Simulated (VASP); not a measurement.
Crystal: BaS.

```xyz
2
Lattice="0.0000 3.1895 3.1895 3.1895 0.0000 3.1895 3.1895 3.1895 0.0000" Properties=species:S:1:pos:R:3 pbc="T T T"
Ba    3.1895    3.1895    3.1895
S     0.0000    0.0000    0.0000
```

Base run:

```yaml
Program: VASP 6.6.1
Functional: revPBE
Dispersion: D3(BJ)
Potentials_or_basis: VASP PAW PBE potentials, release 64 (Ba_sv, S)
Cutoff: 520 eV
k_mesh: 6 × 6 × 6
Occupations: gaussian, width 0.05 eV
Spin: no spin polarisation
```

Its results: band gap on the k mesh 2.21 eV, indirect (least direct gap 2.34 eV); pressure 0.2 GPa.

Question: The run is repeated on the same cell with these changes: functional from revPBE to PBE; further incar settings from ALGO = Normal; EDIFF = 1e-07; NBANDS = 15 to ALGO = Normal; EDIFF = 1e-06; NBANDS = 15. What comes out?

Answer: Band gap on the k mesh 2.10 eV, indirect (least direct gap 2.23 eV); pressure 0.2 GPa.

Caveats: spin-orbit coupling is left out, which moves the levels of the heavy elements; the PAW data sets were made with another functional, which shifts forces and pressure a little (some runs).

A k mesh can miss the band edges.
